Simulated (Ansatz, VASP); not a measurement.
**Ti in VASP and in Ansatz**

Contents of INCAR:

```
ALGO = Normal ; EDIFF = 1E-6
ENCUT = 520 ; GGA = PE
ISIF = 2 ; ISMEAR = -1
LASPH = T ; LCHARG = F
LREAL = F ; LWAVE = F
NBANDS = 25 ; NELM = 80
PREC = Accurate ; SIGMA = 0.1
```

File KPOINTS:

```
k-points
0
Gamma
  9 9 13
```

File POSCAR:

```
Ti
1.0
    4.5812504304      0.0000000000      0.0000000000
   -2.2906252152      3.9674792538      0.0000000000
    0.0000000000      0.0000000000      2.8319712813
Ti
3
Direct
    0.0000000000      0.0000000000      0.0000000000
    0.3333333333      0.6666666667      0.5000000000
    0.6666666667      0.3333333333      0.5000000000
```

Input for Ansatz:

```yaml
crystal:
  lattice:
    - [4.5812504304, 0.0, 0.0]
    - [-2.2906252152, 3.9674792538, 0.0]
    - [0.0, 0.0, 2.8319712813]
  atoms:
    - { symbol: Ti, position: [0.0, 0.0, 0.0] }
    - { symbol: Ti, position: [0.3333333333, 0.6666666667, 0.5] }
    - { symbol: Ti, position: [0.6666666667, 0.3333333333, 0.5] }
hamiltonian:
  xc: pbe
  pseudopotentials:
    kind: paw
    azcp:
      Ti: "pseudopotentials/Ti.paw.azcp"
basis:
  ecutwfc: 420
  fft_grid_basis: typed
kpoints:
  mp_grid: { grid: [9, 9, 13], shift: [0, 0, 0] }
magnetization:
  spin_polarized: false
scf:
  occupations: { method: fermi_dirac, width: 0.1 }
  lower_state_search: "off"
output:
  stress: true
  write_density: true
  write_potential: true
  elf: true
  volumetric_format: npy
```

Alike in both runs: task single point; functional PBE; k mesh 9 × 9 × 13; occupations fermi-dirac, width 0.1 eV; no spin polarisation.

```csv
,VASP,Ansatz
version,VASP 6.6.1,Ansatz 0.2.0
potentials or method,"VASP PAW PBE potentials, release 64 (Ti_sv), cutoff 520 eV","plane waves (420 eV) with PAW, scalar-relativistic"
valence electrons in the cell,36,36
```

```tsv
	VASP	Ansatz	Ansatz less VASP
pressure (GPa)	-0.2	0.0	+0.20
```
